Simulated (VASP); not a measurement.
The system is GaAs.

```
Ga As
1.0
     0.00000    2.82685    2.82685
     2.82685    0.00000    2.82685
     2.82685    2.82685    0.00000
Ga As
1 1
Cartesian
  0.0000 0.0000 0.0000
  4.2403 4.2403 4.2403
```

Base run:

- Program: VASP 6.6.1
- Functional: PBE
- Potentials or basis: VASP PAW PBE potentials, release 64 (Ga_d, As)
- Cutoff: 500 eV
- k mesh: 6 × 6 × 6
- Occupations: gaussian, width 0.03 eV
- Spin: no spin polarisation

Its results: band gap on the k mesh 0.52 eV, direct; pressure 3.4 GPa.

**Question.** The run is repeated on the same cell with these changes: k mesh from 6 × 6 × 6 to 3 × 3 × 3. What comes out?

**Answer.** Band gap on the k mesh 0.49 eV, direct; pressure 4.7 GPa.

Caveats: some runs use coarse meshes.

A k mesh can miss the band edges.
